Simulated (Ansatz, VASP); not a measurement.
Si in VASP and in Ansatz

```
Si
1.0
     3.99468    0.00000    0.00000
    -1.99734    3.45949    0.00000
     0.00000    0.00000    5.91532
Si
4
Direct
  0.33333 0.66667 0.06293
  0.66667 0.33333 0.56293
  0.33333 0.66667 0.43707
  0.66667 0.33333 0.93707
```

Alike in both runs: task single point; functional PBE; k mesh 12 × 12 × 6; occupations gaussian, width 0.05 eV; no spin polarisation.

|  | VASP | Ansatz |
| --- | --- | --- |
| version | VASP 6.6.1 | Ansatz 0.2.0 |
| potentials or method | VASP PAW PBE potentials, release 64 (Si), cutoff 520 eV | scalar-relativistic, plane waves, PAW |
| valence electrons in the cell | 16 | 16 |

```csv
,VASP,Ansatz,Ansatz less VASP
gap on the k mesh at the Fermi level (eV),none,none,-
pressure (GPa),1.8,1.8,+0.06
"traceless stress, the component that is largest in VASP (GPa)",18.19,18.18,-0.010
rms of the force components (eV/Å),0.895,0.900,+0.0052
```

Atom by atom the forces differ by 0.005 eV/Å (rms over components). A gap of «none» marks a metal or a gap that the smearing closes. The functional is the same, so the differences come from potentials, cutoffs and numerics.
